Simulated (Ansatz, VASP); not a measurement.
# CdTe in VASP and in Ansatz

```
CELL_PARAMETERS angstrom
0.00000 3.28211 3.28211
3.28211 0.00000 3.28211
3.28211 3.28211 0.00000
ATOMIC_POSITIONS crystal
Cd 0.00000 0.00000 0.00000
Te 0.75000 0.75000 0.75000
```

Alike in both runs: task electric field gradients; functional PBEsol; k mesh 7 × 7 × 7; occupations fermi-dirac, width 0.01 eV; non-collinear spin, spin-orbit coupling.

```csv
,VASP,Ansatz
version,VASP 6.6.1,Ansatz 0.2.0
potentials or method,"VASP PAW PBE potentials, release 64 (Cd, Te)","PAW with Ansatz's default frozen-core files, fully relativistic files with spin-orbit coupling"
plane-wave cutoff (eV),520,420
valence electrons in the cell,18,36
```

Ansatz gave:

| Property | Result |
| --- | --- |
| pressure (GPa) | -1.3 |
| net moment per atom (μB) | 0.00 |

Problem. Which values does VASP return?

Solution. Pressure (GPa): -1.1; net moment per atom (μB): 0.00.

VASP's potentials were made for PBE, not for PBEsol. With one functional, cell and mesh, what is left measures potentials, basis and numerics. VASP's potentials hold 18 valence electrons a cell and Ansatz's 36, so a difference there can come from the potentials and not from the codes.
